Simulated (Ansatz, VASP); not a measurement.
# TePb: VASP beside Ansatz

```
CELL_PARAMETERS angstrom
0.00000 3.22700 3.22700
3.22700 0.00000 3.22700
3.22700 3.22700 0.00000
ATOMIC_POSITIONS crystal
Te 0.50000 0.50000 0.50000
Pb 0.00000 0.00000 0.00000
```

Alike in both runs: task electric field gradients; functional PBE; k mesh 10 × 10 × 10; occupations fermi-dirac, width 0.03 eV; non-collinear spin, spin-orbit coupling.

```csv
,VASP,Ansatz
version,VASP 6.6.1,Ansatz 0.2.0
potentials or method,"VASP PAW PBE potentials, release 64 (Te, Pb_d)","PAW with Ansatz's default frozen-core files, fully relativistic files with spin-orbit coupling"
plane-wave cutoff (eV),520,420
valence electrons in the cell,20,30
```

|  | VASP | Ansatz | Ansatz less VASP |
| --- | --- | --- | --- |
| pressure (GPa) | 2.2 | 2.1 | -0.08 |
| net moment per atom (μB) | 0.00 | 0.00 | 0.000 |

VASP's potentials hold 20 valence electrons a cell and Ansatz's 30, so a difference there can come from the potentials and not from the codes.
